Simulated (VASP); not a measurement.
Wanted: the native input for a VASP 6.6.1 run.

* Task: single point
* Functional: LDA
* Potentials or basis: VASP PAW LDA potentials, release 64 (C)
* Cutoff: 520 eV
* k mesh: 12 × 12 × 12
* Occupations: gaussian, width 0.05 eV
* Spin: no spin polarisation
* Dipole correction: no
* Further INCAR settings: ALGO = Normal; EDIFF = 1e-06; NBANDS = 11

The structure of C lies in POSCAR:

```
C
1.0
    0.0000000000      1.8812932009      1.6675782933
    1.8812932009      0.0000000000      1.6675782933
    1.8812932009      1.8812932009      0.0000000000
C
2
Direct
    0.5000000000      0.5000000000      0.5000000000
    0.7500000000      0.7500000000      0.7500000000
```

This cell differs from its parent crystal: volume 5.902 Å^3 an atom, c/a of the conventional cell 0.8864.

The input as run:

INCAR

```
  PREC = Accurate
  ENCUT = 520
  EDIFF = 1E-6
  ISMEAR = 0
  SIGMA = 0.05
  LREAL = F
  LASPH = T
  NELM = 60
  ALGO = Normal
  ISIF = 2
  LWAVE = F
  LCHARG = F
  NBANDS = 11
```

KPOINTS

```
regular mesh
0
Gamma
  12 12 12
```

Potentials or basis: VASP PAW LDA potentials, release 64 (C).

The run is started by

```console
$ cat potpaw_LDA.64/C/POTCAR > POTCAR
$ mpirun -np 1 vasp_std > vasp.out
```

Results of the run:

```yaml
Pressure: -26.9 GPa
Band_gap_on_the_k_mesh: 1.21 eV, indirect (least direct gap 3.58 eV)
```

It took 26 s on 1 thread of Intel Xeon 8259CL, with other jobs on the host, peak memory 0.12 GiB.
